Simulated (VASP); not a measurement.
Wanted: the native input for a VASP 6.6.1 run.

```
Task                   : relaxation of cell and atoms
Functional             : PBE
Potentials or basis    : VASP PAW PBE potentials, release 64 (Hg, Te)
Cutoff                 : 600 eV
k mesh                 : 12 × 12 × 12
Occupations            : fermi-dirac, width 0.08 eV
Spin                   : no spin polarisation
Target pressure        : 4 GPa
Dipole correction      : no
Further INCAR settings : ALGO = Normal; EDIFF = 1e-06; IBRION = 2; EDIFFG = -0.005; NSW = 32; ISIF = 3
```

The structure of HgTe (CsCl type) lies in POSCAR:

```
HgTe
1.0
    3.7160540013      0.0000000000      0.0000000000
    0.0000000000      3.7160540013      0.0000000000
    0.0000000000      0.0000000000      3.7160540013
Hg Te
1 1
Direct
    0.0000000000      0.0000000000      0.0000000000
    0.5000000000      0.5000000000      0.5000000000
```

These files were run (other wordings do the same):

INCAR

```
PREC = Accurate ; ENCUT = 600
EDIFF = 1E-6 ; ISMEAR = -1
SIGMA = 0.08 ; LREAL = False
LASPH = True ; NELM = 60
ALGO = Normal ; ISIF = 3
LWAVE = False ; LCHARG = False
GGA = PE ; IBRION = 2
NSW = 32 ; EDIFFG = -0.005
PSTRESS = 40.0
```

KPOINTS

```
regular mesh
0
Gamma
  12 12 12
```

Potentials or basis: VASP PAW PBE potentials, release 64 (Hg, Te).

Run with:

```bash
$ cat potpaw_PBE.64/Hg/POTCAR potpaw_PBE.64/Te/POTCAR > POTCAR
$ mpirun -np 1 vasp_std > vasp.out
```

It gave:

```
Relaxed volume                                         : 25.71 Å³/atom
Relaxed cell                                           : a = 3.719 Å, b = 3.719 Å, c = 3.719 Å, α = 90.00°, β = 90.00°, γ = 90.00°
Space group after relaxing (to 0.05 Å)                 : Pm-3m (No. 221)
Energy change on relaxing (the enthalpy is what falls) : -1.3 meV/atom
Ionic steps                                            : 3
Pressure after relaxing                                : 4.0 GPa
Band gap on the k mesh                                 : zero (band 9 reaches 6.23 eV, above the bottom of band 10 at 4.08 eV)
```

Caveat: the cell is relaxed towards a set pressure, so the enthalpy falls and the energy may rise; spin-orbit coupling is left out, which moves the levels of the heavy elements.

Run time: 41 s on 1 thread of Intel(R) Xeon(R) 6975P-C (Granite Rapids) (shared host), peak memory 0.23 GiB.
